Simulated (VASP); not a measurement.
Input of a VASP 6.6.1 run:

INCAR

```
  PREC = Accurate
  ENCUT = 520
  EDIFF = 1E-6
  ISMEAR = 0
  SIGMA = 0.05
  LREAL = False
  LASPH = True
  NELM = 100
  ALGO = Normal
  ISIF = 2
  LWAVE = False
  LCHARG = True
  GGA = PE
  IVDW = 12
  LELF = True
  LVHAR = True
  NBANDS = 26
```

File KPOINTS:

```
Automatic mesh
0
Gamma
  10 6 6
```

The input POSCAR:

```
SiC
1.0
   -3.0917664085      0.0000000000      0.0000000000
    0.0000000000      0.0000000000     -5.0740211750
    0.0000000001     -5.3550965047      0.0000000000
Si C
4 4
Direct
    0.5000000000      0.9954364679      0.1666666667
    0.0000000000      0.9954364679      0.6666666667
    0.0000000000      0.4954364679      0.3333333333
    0.5000000000      0.4954364679      0.8333333333
    0.5000000000      0.6195635321      0.1666666667
    0.0000000000      0.6195635321      0.6666666667
    0.0000000000      0.1195635321      0.3333333333
    0.5000000000      0.1195635321      0.8333333333
```

Potentials or basis: VASP PAW PBE potentials, release 64 (Si, C).

Command:

```bash
$ cat potpaw_PBE.64/Si/POTCAR potpaw_PBE.64/C/POTCAR > POTCAR
$ mpirun -np 1 vasp_std > vasp.out
```

(1) Estimate the dispersion energy per atom.

(2) What does it give for the band gap on the k mesh?

(3) Estimate the pressure.

(4) What does it give for the largest force?

Results:

(1) -0.296 eV.

(2) 2.34 eV.

(3) -4.5 GPa.

(4) 0.004 eV/Å.

Caveat: three body term missing; the cell stands under tension.
